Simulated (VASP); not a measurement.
Write the native input for VASP 6.6.1 that does the following.

- Task: single point
- Functional: PBE
- Potentials or basis: VASP PAW PBE potentials, release 64 (W_sv, Au)
- Cutoff: 520 eV
- k mesh: 6 × 6 × 6
- Occupations: fermi-dirac, width 0.05 eV
- Spin: non-collinear spin, zero start, spin-orbit coupling
- Starting moments: [[0.0, 0.0, 0.0], [0.0, 0.0, 0.0]] μB
- Dipole correction: no
- Further INCAR settings: ALGO = Normal; EDIFF = 1e-07; NBANDS = 37

The structure of WAu lies in POSCAR:

```
WAu
1.0
    0.0000000000      2.7479792600      2.7479792600
    2.7479792600      0.0000000000      2.7479792600
    2.7479792600      2.7479792600      0.0000000000
W Au
1 1
Direct
    0.0000000000      0.0000000000      0.0000000000
    0.7500000000      0.7500000000      0.7500000000
```

One way to write it, as run:

INCAR

```
PREC = Accurate ; ENCUT = 520
EDIFF = 1E-7 ; ISMEAR = -1
SIGMA = 0.05 ; LREAL = F
LASPH = T ; NELM = 150
ALGO = Normal ; ISIF = 2
LWAVE = F ; LCHARG = T
MAGMOM = 0 0 0 0 0 0 ; LORBIT = 11
LSORBIT = T ; GGA_COMPAT = F
LORBMOM = T ; LMAXMIX = 4
GGA = PE ; LVHAR = T
NBANDS = 37
```

KPOINTS

```
regular mesh
0
Gamma
  6 6 6
```

Potentials or basis: VASP PAW PBE potentials, release 64 (W_sv, Au).

Run with:

```bash
$ cat potpaw_PBE.64/W_sv/POTCAR potpaw_PBE.64/Au/POTCAR > POTCAR
$ mpirun -np 1 vasp_ncl > vasp.out
```

It gave:

```
Pressure                                              : 32.8 GPa
Net moment                                            : 0.00 μB per cell
Valence electrons inside the program's atomic spheres : W 12.17; Au 10.23
```

Caveat: the cell stands under pressure.

Run time: 2.1 min on 1 thread of AMD EPYC 7R13 (shared host), peak memory 0.27 GiB.
